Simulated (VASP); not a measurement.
The system is NiGe3.

```
Ni Ge
1.0
     3.94777    0.00000    0.00000
     0.00000    3.94777    0.00000
     0.00000    0.00000    3.94777
Ni Ge
1 3
Direct
  0.00000 0.00000 0.00000
  0.00000 0.50000 0.50000
  0.50000 0.00000 0.50000
  0.50000 0.50000 0.00000
```

```yaml
Program: VASP 6.6.1
Task: relaxation of cell and atoms
Functional: PBE
Potentials_or_basis: VASP PAW PBE potentials, release 64 (Ni, Ge_d)
Cutoff: 600 eV
k_mesh: 4 × 4 × 4
Occupations: gaussian, width 0.1 eV
Spin: collinear spin, ferromagnetic start
Starting_moments: "[0.18, 0.0, 0.0, 0.0] μB"
```

At the start: pressure 6.2 GPa; volume 15.38 Å³/atom.

Q: How do energy, volume and symmetry change on relaxing?

A: Over 3 steps the energy falls by 16.8 meV/atom and the volume is 16.31 Å³/atom (+6.0 %); space group Pm-3m (No. 221, to 0.05 Å); moment 0.00 μB per cell.

Step by step:
```csv
step,energy change (eV),largest force (eV/Å),pressure (GPa),volume (Å³)
1,0.0000,0.0000,6.22,61.53
2,-0.0549,0.0000,-2.15,67.00
3,-0.0672,0.0000,-0.06,65.23
```

Final structure:
```
Ni Ge
1.0
     4.02549    0.00000    0.00000
     0.00000    4.02549    0.00000
     0.00000    0.00000    4.02549
Ni Ge
1 3
Direct
  0.00000 0.00000 0.00000
  0.00000 0.50000 0.50000
  0.50000 0.00000 0.50000
  0.50000 0.50000 0.00000
```

Caveat: the k points lie up to 0.39 Å⁻¹ apart in the final cell.
